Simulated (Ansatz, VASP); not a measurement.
**One calculation of BaTiO3, two programs**

```
CELL_PARAMETERS angstrom
4.00600 0.00000 0.00000
0.00000 4.00600 0.00000
0.00000 0.00000 4.04606
ATOMIC_POSITIONS crystal
Ba 0.50000 0.50000 0.50000
Ti 0.00000 0.00000 0.00000
O 0.50000 0.00000 0.00000
O 0.00000 0.50000 0.00000
O 0.00000 0.00000 0.50000
```

Change from the starting cell: z stretched by +1 %, ions relaxed.

Alike in both runs: task relaxation of the atoms; functional PBE; k mesh 8 × 8 × 8; occupations fermi-dirac, width 0.02 eV; no spin polarisation.

|  | VASP | Ansatz |
| --- | --- | --- |
| version | VASP 6.6.1 | Ansatz 0.2.0 |
| potentials or method | VASP PAW PBE potentials, release 64 (Ba_sv, Ti_sv, O) | plane-wave PAW, scalar-relativistic |
| plane-wave cutoff (eV) | 520 | 420 |
| valence electrons in the cell | 40 | 40 |

```tsv
	VASP	Ansatz	Ansatz less VASP
gap on the k mesh at the Fermi level, each at its own relaxed structure (eV)	1.70	1.76	+0.063
```

Ansatz's warnings: stress scf threshold loose.

Spin-orbit coupling is off throughout. Noted on VASP's run: the relaxation stopped at its first step, so nothing moved.
